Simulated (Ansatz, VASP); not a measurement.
# One calculation of Mg8O9, two programs

```
Mg O
1.0
     0.00000    3.89000    3.89000
     3.89000    0.00000    3.89000
     3.89000    3.89000    0.00000
Mg O
8 9
Direct
  0.96126 0.02497 0.03221
  0.96129 0.02499 0.48168
  0.99053 0.51942 0.99523
  0.97380 0.50253 0.51205
  0.48363 0.01240 0.00221
  0.46668 0.99543 0.51912
  0.49624 0.48999 0.03219
  0.49616 0.48994 0.48183
  0.22875 0.25754 0.25714
  0.22873 0.25737 0.75716
  0.22871 0.75742 0.25703
  0.35038 0.63578 0.75699
  0.72860 0.25738 0.25715
  0.72878 0.25745 0.75699
  0.72876 0.75743 0.25715
  0.72861 0.75752 0.75709
  0.10678 0.87912 0.75708
```

Alike in both runs: functional PBEsol; k mesh 2 × 2 × 2; occupations gaussian, width 0.05 eV; collinear spin.

Ansatz relaxed the structure, and its values are those at the end. VASP's run is a single point on that final structure, the one shown.

```csv
,VASP,Ansatz
version,VASP 6.6.1,Ansatz 0.2.0
potentials or method,"VASP PAW PBE potentials, release 64 (Mg, O), cutoff 520 eV","scalar-relativistic, plane waves, PAW"
valence electrons in the cell,70,134
```

```tsv
	VASP	Ansatz	Ansatz less VASP
gap on the k mesh at the Fermi level (eV)	5.80	5.79	-0.002
rms of the force components (eV/Å)	0.058	0.007	-0.0510
net moment per atom (μB)	0.00	0.00	0.000
```

VASP's potentials were made for PBE, not for PBEsol, and Ansatz warns of the same on its side. VASP's potentials hold 70 valence electrons a cell and Ansatz's 134, so a difference there can come from the potentials and not from the codes. Ansatz's warnings: seeded moment not kept.

The k mesh is coarse, so the values compare programs but aren't converged.
